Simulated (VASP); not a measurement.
Input of a VASP 6.6.1 run:

The input INCAR:

```
SYSTEM = Tl
ALGO = Normal ; EDIFF = 1E-6
ENCUT = 500 ; GGA = PE
GGA_COMPAT = .FALSE. ; ISIF = 2
ISMEAR = 0 ; LASPH = .TRUE.
LCHARG = .TRUE. ; LELF = .TRUE.
LREAL = .FALSE. ; LVHAR = .TRUE.
LWAVE = .FALSE. ; NBANDS = 62
NELM = 120 ; PREC = Accurate
SIGMA = 0.1
```

Contents of KPOINTS:

```
k-points
0
G
  6 6 2
  0 0 0
```

POSCAR

```
Tl
1.0
    5.1876564038     -0.0000000001      0.0000000000
   -2.5938282018      4.4926422318      0.0000000000
    0.0000000000      0.0000000000     14.0087060112
Tl
8
Direct
    0.0000000000      0.0000000000      0.1318464570
    0.0000000000      0.0000000000      0.6318464570
    0.0000000000      0.0000000000      0.3681535430
    0.0000000000      0.0000000000      0.8681535430
    0.3333333333      0.6666666667      0.0386443849
    0.6666666667      0.3333333333      0.5386443849
    0.3333333333      0.6666666667      0.4613556151
    0.6666666667      0.3333333333      0.9613556151
```

Potentials or basis: VASP PAW PBE potentials, release 64 (Tl_d).

The run is started by

```bash
$ cat potpaw_PBE.64/Tl_d/POTCAR > POTCAR
$ mpirun -np 1 vasp_std > vasp.out
```

Problem. What does it give for the pressure?

Solution. 0.1 GPa.

Problem. Estimate the largest force.

Solution. 0.028 eV/Å.

Problem. Predict the band gap on the k mesh.

Solution. Zero (bands 52 and 53 overlap by 1.35 eV).

Stress tensor (GPa, compression positive):
```
 0.10  0.00  0.00
 0.00  0.10  0.00
 0.00  0.00 -0.03
```

Caveat: spin-orbit coupling is left out, which moves the levels of the heavy elements.
